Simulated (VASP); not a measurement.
Wanted: the native input for a VASP 6.6.1 run.

```
Task                   : single point
Functional             : LDA
Potentials or basis    : VASP PAW LDA potentials, release 64 (Hf_pv, N)
Cutoff                 : 520 eV
k mesh                 : 8 × 8 × 12
Occupations            : gaussian, width 0.15 eV
Spin                   : no spin polarisation
Dipole correction      : no
Further INCAR settings : ALGO = Normal; EDIFF = 1e-07; NBANDS = 34
```

The structure of Hf2N lies in POSCAR:

```
Hf2N
1.0
    5.0683330392      0.0000000000      0.0000000000
    0.0000000000      5.2521585898      0.0000000000
    0.0000000000      0.0000000000      3.2005839592
Hf N
4 2
Direct
    0.3092031779      0.2816036895      0.0000000000
    0.6907968221      0.7183963105      0.0000000000
    0.8092031779      0.2183963105      0.5000000000
    0.1907968221      0.7816036895      0.5000000000
    0.0000000000      0.0000000000      0.0000000000
    0.5000000000      0.5000000000      0.5000000000
```

This cell differs from its parent crystal: mode 4 frozen in at +0.102 Å, normal strain along x -0.0350.

The input as run:

INCAR

```
SYSTEM = Hf2N
ALGO     = Normal         ! electronic algorithm
EDIFF    = 1E-7           ! SCF threshold, eV
ENCUT    = 520            ! plane-wave cutoff, eV
GGA      = CA             ! functional
ISIF     = 2              ! what is computed and relaxed
ISMEAR   = 0              ! smearing method
LASPH    = .True.         ! aspherical terms in the spheres
LCHARG   = .True.         ! write CHGCAR
LELF     = .True.         ! ELF
LREAL    = .False.        ! projectors in reciprocal space
LVHAR    = .True.       
LWAVE    = .False.        ! write WAVECAR
NBANDS   = 34             ! bands
NELM     = 80             ! most SCF steps
PREC     = Accurate       ! precision mode
SIGMA    = 0.15           ! smearing width, eV
```

KPOINTS

```
k-points
0
Gamma
  8 8 12
  0 0 0
```

Potentials or basis: VASP PAW LDA potentials, release 64 (Hf_pv, N).

The run is started by

```bash
$ cat potpaw_LDA.64/Hf_pv/POTCAR potpaw_LDA.64/N/POTCAR > POTCAR
$ mpirun -np 1 vasp_std > vasp.out
```

Results of the run:

```
Pressure               : 8.1 GPa
Largest force          : 0.201 eV/Å
Band gap on the k mesh : zero (band 25 reaches 7.87 eV, above the bottom of band 26 at 5.18 eV)
```

Caveat: the cell differs from its parent crystal (mode 4 frozen in at +0.102 Å, normal strain along x -0.0350); spin-orbit coupling is left out, which moves the levels of the heavy elements.

Run time: 2.5 min on 1 thread of Intel(R) Xeon(R) 6975P-C (Granite Rapids), with other jobs on the host, peak memory 0.45 GiB.
